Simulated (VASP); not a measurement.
Here is a VASP 6.6.1 calculation.

INCAR

```
  PREC = Accurate
  ENCUT = 520
  EDIFF = 1E-6
  ISMEAR = 0
  SIGMA = 0.15
  LREAL = F
  LASPH = T
  NELM = 100
  ALGO = Fast
  ISIF = 2
  LWAVE = F
  LCHARG = F
  GGA = PS
  NBANDS = 38
```

Contents of KPOINTS:

```
Automatic mesh
0
Gamma
  18 18 6
```

The input POSCAR:

```
Rh
1.0
    2.7291000000      0.0000000000      0.0000000000
   -1.3645500000      2.3634699295      0.0000000000
    0.0000000000      0.0000000000      8.9602000000
Rh
4
Direct
    0.0000000000      0.0000000000      0.0000000000
    0.3333333333      0.6666666667      0.2500000000
    0.0000000000      0.0000000000      0.5000000000
    0.6666666667      0.3333333333      0.7500000000
```

Potentials or basis: VASP PAW PBE potentials, release 64 (Rh_pv).

Command:

```console
$ cat potpaw_PBE.64/Rh_pv/POTCAR > POTCAR
$ mpirun -np 1 vasp_std > vasp.out
```

(1) What does it give for the pressure?

(2) Estimate the band gap on the k mesh.

## Answers

(1) -16.3 GPa.

(2) zero (band 30 reaches 11.65 eV, above the bottom of band 31 at 9.80 eV).

Caveat: the PAW data sets were made with another functional, which shifts forces and pressure a little.
